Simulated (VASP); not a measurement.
Write the native input for VASP 6.6.1 that does the following.

```
Task                   : single point
Functional             : r2SCAN
Potentials or basis    : VASP PAW PBE potentials, release 64 (Ge_d)
Cutoff                 : 520 eV
k mesh                 : 14 × 14 × 10
Occupations            : fermi-dirac, width 0.1 eV
Spin                   : no spin polarisation
Dipole correction      : no
Further INCAR settings : ALGO = Normal; EDIFF = 1e-07; NBANDS = 21
```

Crystal: Ge.

```xyz
2
Lattice="-2.4909 2.4937 1.3766 2.4937 -2.4909 1.3766 2.5031 2.5031 -1.3715" Properties=species:S:1:pos:R:3 pbc="T T T"
Ge   -2.4905    2.4933    1.3766
Ge    0.0064    2.4995    0.6909
```

One way to write it, as run:

POSCAR

```
Ge
1.0
   -2.4909037227      2.4936859416      1.3766334741
    2.4936859416     -2.4909037227      1.3766334741
    2.5031341343      2.5031341343     -1.3715378351
Ge
2
Direct
    0.9999145614      0.0000854386      0.0000000000
    0.7500854386      0.2499145614      0.5000000000
```

INCAR.step1

```
ALGO     = Normal         # electronic algorithm
EDIFF    = 1E-4           # SCF threshold, eV
ENCUT    = 520            # plane-wave cutoff, eV
GGA      = PE             # functional
ISMEAR   = -1             # smearing method
LASPH    = T              # aspherical terms in the spheres
LCHARG   = F              # write CHGCAR
LREAL    = F              # projectors in reciprocal space
LWAVE    = T              # write WAVECAR
NBANDS   = 21             # bands
NELM     = 100            # most SCF steps
PREC     = Accurate       # precision mode
SIGMA    = 0.1            # smearing width, eV
```

INCAR.step2

```
ALGO     = Normal         # electronic algorithm
EDIFF    = 1E-7           # SCF threshold, eV
ENCUT    = 520            # plane-wave cutoff, eV
ISIF     = 2              # what is computed and relaxed
ISMEAR   = -1             # smearing method
ISTART   = 1            
LASPH    = T              # aspherical terms in the spheres
LCHARG   = F              # write CHGCAR
LMIXTAU  = T            
LREAL    = F              # projectors in reciprocal space
LWAVE    = F              # write WAVECAR
METAGGA  = R2SCAN         # meta-GGA
NBANDS   = 21             # bands
NELM     = 100            # most SCF steps
PREC     = Accurate       # precision mode
SIGMA    = 0.1            # smearing width, eV
```

KPOINTS

```
k-points
0
Gamma
  14 14 10
```

Potentials or basis: VASP PAW PBE potentials, release 64 (Ge_d).

Launch:

```sh
$ cat potpaw_PBE.64/Ge_d/POTCAR > POTCAR
$ cp INCAR.step1 INCAR
$ mpirun -np 1 vasp_std > vasp.out
$ cp INCAR.step2 INCAR
$ mpirun -np 1 vasp_std > vasp.out
```

It gave:

The pressure is 7.5 GPa and the largest force is 0.005 eV/Å. The band gap on the k mesh is zero (bands 14 and 15 overlap by 6.03 eV).

Caveat: the cell stands under pressure; the PAW data sets were made with another functional, which shifts forces and pressure a little.

It took 24 min on 1 thread of Oxide Virtual Turin-like Processor, on a shared host, peak memory 0.37 GiB.
